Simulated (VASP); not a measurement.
A run of VASP 6.6.1 is set up as follows.

INCAR

```
SYSTEM = Cr
PREC = Accurate
ENCUT = 600
EDIFF = 1E-7
ISMEAR = -1
SIGMA = 0.05
LREAL = .FALSE.
LASPH = .TRUE.
NELM = 150
ALGO = Normal
ISIF = 3
LWAVE = .FALSE.
LCHARG = .FALSE.
ISPIN = 2
MAGMOM = 1.5 -1.5
LORBIT = 11
LMAXMIX = 4
GGA = RE
IBRION = 2
NSW = 80
EDIFFG = -0.01
```

File KPOINTS:

```
regular mesh
0
G
  11 11 11
  0 0 0
```

Contents of POSCAR:

```
Cr
1.0
    2.8839000000      0.0000000000      0.0000000000
    0.0000000000      2.8839000000      0.0000000000
    0.0000000000      0.0000000000      2.8839000000
Cr
2
Direct
    0.0000000000      0.0000000000      0.0000000000
    0.5000000000      0.5000000000      0.5000000000
```

Potentials or basis: VASP PAW PBE potentials, release 64 (Cr_pv).

The run is started by

```bash
$ cat potpaw_PBE.64/Cr_pv/POTCAR > POTCAR
$ mpirun -np 1 vasp_std > vasp.out
```

Q: What does it give for the net moment?

A: 0.00 μB per cell.

Q: Predict the relaxed cell.

A: a = 2.892 Å, b = 2.892 Å, c = 2.892 Å, α = 90.00°, β = 90.00°, γ = 90.00°.

Q: Predict the space group after relaxing (to 0.05 Å).

A: Im-3m (No. 229).

Final structure:
```xyz
2
Lattice="2.8924 0.0000 0.0000 0.0000 2.8924 0.0000 0.0000 0.0000 2.8924" Properties=species:S:1:pos:R:3 pbc="T T T"
Cr    0.0000    0.0000    0.0000
Cr    1.4462    1.4462    1.4462
```

 Zero-point motion and thermal expansion aren't in these numbers.
